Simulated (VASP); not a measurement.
# TaAl2ZnN4 (P4/mmm) in VASP: further runs, part 2 of 2

VASP 6.6.1. Earlier steps stand in the parts before.

## Step 3: Single point, PBE, collinear spin

The input, INCAR:

```
ALGO = Normal
EDIFF = 1E-6
ENCUT = 520
GGA = PE
ISIF = 2
ISMEAR = 0
ISPIN = 2
LASPH = T
LCHARG = F
LMAXMIX = 4
LORBIT = 11
LREAL = F
LWAVE = F
MAGMOM = 1 0 0 0 0 0 0 0
NBANDS = 38
NELM = 150
PREC = Accurate
SIGMA = 0.1
```

The input, KPOINTS:

```
k-points
0
Gamma
  4 4 4
```

The input, POSCAR:

```
TaAl2ZnN4
1.0
    4.0615612000      0.0000000000      0.0000000000
    0.0000000000      4.0615612000      0.0000000000
    0.0000000000      0.0000000000      5.1534589500
Ta Al Zn N
1 2 1 4
Direct
    0.5000000000      0.5000000000      0.0000000000
    0.0000000000      0.0000000000      0.7500000000
    0.0000000000      0.0000000000      0.2500000000
    0.5000000000      0.5000000000      0.5000000000
    0.5000000000      0.0000000000      0.7500000000
    0.0000000000      0.5000000000      0.7500000000
    0.5000000000      0.0000000000      0.2500000000
    0.0000000000      0.5000000000      0.2500000000
```

Potentials or basis: VASP PAW PBE potentials, release 64 (Ta_pv, Al, Zn, N).

Run with:

```console
$ cat potpaw_PBE.64/Ta_pv/POTCAR potpaw_PBE.64/Al/POTCAR potpaw_PBE.64/Zn/POTCAR potpaw_PBE.64/N/POTCAR > POTCAR
$ mpirun -np 1 vasp_std > vasp.out
```

It took 69 s on 1 thread of Intel Xeon Platinum 8488C (Sapphire Rapids), shared host; peak memory 0.27 GiB.

Results (log left out):

| Item | Value |
| --- | --- |
| Free energy | -51.9404 eV |
| Pressure | -8.5 GPa |
| Largest force | 1.061 eV/Å |
| Net moment | 0.00 μB per cell |
| Valence electrons inside the program's atomic spheres | Ta 8.59; Al 0.74; Zn 10.72; N 3.63 |

Forces on the atoms (eV/Å):
```
Ta   0.000  0.000  0.000
Al   0.000  0.000 -0.759
Al   0.000  0.000  0.759
Zn   0.000  0.000  0.000
N    0.000  0.000  1.061
N    0.000  0.000  1.061
N    0.000  0.000 -1.061
N    0.000  0.000 -1.061
```

Stress tensor (GPa, compression positive):
```
-30.55   0.00   0.00
  0.00 -30.55   0.00
  0.00   0.00  35.58
```

Levels at points of the mesh, in eV from the Fermi level:
Spin up:
| k point | band 21 | band 22 | band 23 | band 24 | band 25 | band 26 | band 27 | band 28 | band 29 | band 30 |
| --- | --- | --- | --- | --- | --- | --- | --- | --- | --- | --- |
| (0.00, 0.00, 0.00) | -2.12 | -1.88 | -1.88 | -0.61 | -0.03 | 0.00 | 0.94 | 2.54 | 4.05 | 4.48 |
| (0.50, 0.00, 0.00) | -3.62 | -2.82 | -0.39 | -0.29 | 0.49 | 0.76 | 1.02 | 1.70 | 3.31 | 3.48 |
| (0.50, 0.50, 0.00) | -2.15 | -1.36 | -0.61 | -0.46 | -0.30 | -0.30 | 2.90 | 3.11 | 3.11 | 3.46 |
| (0.00, 0.00, 0.50) | -2.51 | -1.27 | -1.27 | -1.15 | -0.25 | -0.15 | -0.04 | 0.02 | 2.54 | 3.85 |
| (0.50, 0.00, 0.50) | -3.29 | -2.47 | -2.40 | -1.87 | -0.09 | 1.47 | 1.65 | 1.92 | 2.69 | 3.82 |
| (0.50, 0.50, 0.50) | -2.18 | -1.81 | -1.74 | -0.51 | -0.14 | 0.45 | 1.37 | 2.19 | 2.19 | 2.98 |
Spin down:
```tsv
k point	band 22	band 23	band 24	band 25	band 26	band 27	band 28	band 29
(0.00, 0.00, 0.00)	-1.88	-1.88	-0.61	-0.03	0.00	0.94	2.54	4.05
(0.50, 0.00, 0.00)	-2.82	-0.38	-0.29	0.49	0.76	1.02	1.70	3.31
(0.50, 0.50, 0.00)	-1.36	-0.61	-0.46	-0.30	-0.30	2.90	3.11	3.11
(0.00, 0.00, 0.50)	-1.27	-1.27	-1.15	-0.25	-0.15	-0.04	0.02	2.54
(0.50, 0.00, 0.50)	-2.47	-2.40	-1.87	-0.09	1.47	1.65	1.92	2.69
(0.50, 0.50, 0.50)	-1.81	-1.74	-0.51	-0.14	0.45	1.37	2.19	2.19
```

Caveat: the k points lie up to 0.39 Å⁻¹ apart; spin-orbit coupling is left out, which moves the levels of the heavy elements; forces of over 1 eV/Å act on the atoms, so gaps and moduli don't describe the material at rest.

## Step 4: Single point, PBE, collinear spin

This run uses another cell than the first one, of the same volume but with other edges.

The input, INCAR:

```
SYSTEM = TaAl2ZnN4
ALGO     = Normal         ! electronic algorithm
EDIFF    = 1E-6           ! SCF threshold, eV
ENCUT    = 520            ! plane-wave cutoff, eV
GGA      = PE             ! functional
ISIF     = 2              ! what is computed and relaxed
ISMEAR   = 0              ! smearing method
ISPIN    = 2              ! spin polarisation
LASPH    = .True.         ! aspherical terms in the spheres
LCHARG   = .True.         ! write CHGCAR
LELF     = .True.         ! ELF
LMAXMIX  = 4              ! l up to which the mixer works
LORBIT   = 11             ! projections on sites
LREAL    = .False.        ! projectors in reciprocal space
LVHAR    = .True.       
LWAVE    = .False.        ! write WAVECAR
MAGMOM   = 1 0 0 0 0 0 0 0 ! initial moments
NBANDS   = 38             ! bands
NELM     = 150            ! most SCF steps
PREC     = Accurate       ! precision mode
SIGMA    = 0.1            ! smearing width, eV
```

The input, KPOINTS:

```
k-points
0
Gamma
  4 4 4
  0 0 0
```

The input, POSCAR:

```
TaAl2ZnN4
1.0
    3.7442041783      0.0000000000      0.0000000000
    0.0000000000      3.7442041783      0.0000000000
    0.0000000000      0.0000000000      6.0613903471
Ta Al Zn N
1 2 1 4
Direct
    0.5000000000      0.5000000000      0.0000000000
    0.0000000000      0.0000000000      0.7322429588
    0.0000000000      0.0000000000      0.2677570412
    0.5000000000      0.5000000000      0.5000000000
    0.5000000000      0.0000000000      0.7846060467
    0.0000000000      0.5000000000      0.7846060467
    0.5000000000      0.0000000000      0.2153939533
    0.0000000000      0.5000000000      0.2153939533
```

Potentials or basis: VASP PAW PBE potentials, release 64 (Ta_pv, Al, Zn, N).

Run with:

```console
$ cat potpaw_PBE.64/Ta_pv/POTCAR potpaw_PBE.64/Al/POTCAR potpaw_PBE.64/Zn/POTCAR potpaw_PBE.64/N/POTCAR > POTCAR
$ mpirun -np 1 vasp_std > vasp.out
```

OUTCAR:

```text
SYSTEM = TaAl2ZnN4
   EDIFF = 1E-6
   ENCUT = 520
   GGA = PE
   ISIF = 2
   ISMEAR = 0
   ISPIN = 2
   LASPH = .True.
   LORBIT = 11
   LREAL = .False.
   NELM = 150
   PREC = Accurate

 ion  position               nearest neighbor table
   1  0.500  0.500  0.000-   5 2.28   6 2.28   7 2.28   8 2.28   5 2.28   7 2.28   6 2.28   8 2.28
                             4 3.03   4 3.03   2 3.11   3 3.11   2 3.11   3 3.11   2 3.11   3 3.11
   2  0.000  0.000  0.732-   5 1.90   6 1.90   6 1.90   5 1.90   3 2.82   4 3.00   4 3.00   4 3.00
                             4 3.00   1 3.11   1 3.11   1 3.11   1 3.11   3 3.25
   3  0.000  0.000  0.268-   7 1.90   8 1.90   8 1.90   7 1.90   2 2.82   4 3.00   4 3.00   4 3.00
                             4 3.00   1 3.11   1 3.11   1 3.11   1 3.11   2 3.25
   4  0.500  0.500  0.500-   2 3.00   3 3.00   2 3.00   3 3.00   2 3.00   3 3.00   2 3.00   3 3.00
                             1 3.03   1 3.03
[... 1655 lines left out ...]
      1.87210      0.00000      1.30559        -0.000000      0.000000      0.014405
      0.00000      1.87210      1.30559        -0.000000     -0.000000      0.014405
 -----------------------------------------------------------------------------------
    total drift:                                0.000000      0.000000      0.000000

  FREE ENERGIE OF THE ION-ELECTRON SYSTEM (eV)
  ---------------------------------------------------
  free  energy   TOTEN  =       -55.5677278845 eV

  energy  without entropy=      -55.5618046201  energy(sigma->0) =      -55.56476625

 total charge

# of ion       s       p       d       tot
------------------------------------------
    1        0.296   6.210   2.059   8.564
    2        0.360   0.436   0.000   0.796
    3        0.360   0.436   0.000   0.796
    4        0.412   0.282   9.825  10.519
    5        1.265   2.490   0.000   3.755
    6        1.265   2.490   0.000   3.755
    7        1.265   2.490   0.000   3.755
    8        1.265   2.490   0.000   3.755
--------------------------------------------------
tot          6.488  17.322  11.884  35.693

 magnetization (x)

# of ion       s       p       d       tot
------------------------------------------
    1       -0.000  -0.000  -0.000  -0.000
    2        0.000   0.000   0.000   0.000
    3        0.000   0.000   0.000   0.000
    4        0.000   0.000   0.000   0.000
    5        0.000  -0.000   0.000  -0.000
    6        0.000  -0.000   0.000  -0.000
    7        0.000  -0.000   0.000  -0.000
    8        0.000  -0.000   0.000  -0.000
--------------------------------------------------
tot          0.000  -0.000  -0.000  -0.000
```

Wall time 66 s (1 thread of Intel Xeon Platinum 8488C (Sapphire Rapids), shared host); peak memory 0.28 GiB.

Results:

* Free energy: -55.5677 eV
* Pressure: 0.2 GPa
* Largest force: 0.014 eV/Å
* Net moment: 0.00 μB per cell
* Valence electrons inside the program's atomic spheres: Ta 8.56; Al 0.80; Zn 10.52; N 3.75

Forces in eV/Å, atoms in the order of the input:
```
Ta   0.000  0.000  0.000
Al   0.000  0.000  0.003
Al   0.000  0.000 -0.003
Zn   0.000  0.000  0.000
N    0.000  0.000 -0.014
N    0.000  0.000 -0.014
N    0.000  0.000  0.014
N    0.000  0.000  0.014
```

Caveat: the k points lie up to 0.42 Å⁻¹ apart; spin-orbit coupling is left out, which moves the levels of the heavy elements.

## Step 5: The runs side by side

| task | spin | cell | cutoff (eV) | gap on the mesh (eV) | pressure (GPa) | moment (μB) | largest force (eV/Å) |
| --- | --- | --- | --- | --- | --- | --- | --- |
| relaxation of cell and atoms | off | relaxed from a = 4.062, b = 4.062, c = 5.153 Å, 8 atoms, atomic positions A | 600 | none | 0.1 | - | 0.02 |
| single point | collinear | a = 4.062, b = 4.062, c = 5.153 Å, 8 atoms, atomic positions A | 520 | none | -8.5 | 0.00 | 1.06 |
| single point | collinear | a = 3.744, b = 3.744, c = 6.061 Å, 8 atoms, atomic positions B | 520 | none | 0.2 | 0.00 | 0.01 |

Alike in all rows: level PBE; potentials or basis VASP PAW PBE potentials, release 64 (Ta_pv, Al, Zn, N); k mesh 4 × 4 × 4; smearing gaussian 0.1 eV.

Caveats: all runs use coarse meshes; spin-orbit coupling is left out, which moves the levels of the heavy elements; a cell axis changed by over 15 % at a fixed basis, so the end point is rough (at least some runs); forces of over 1 eV/Å act on the atoms, so gaps and moduli don't describe the material at rest (at least some runs).

Total energies depend on the potentials used, so only differences within one code and one set of settings carry meaning.
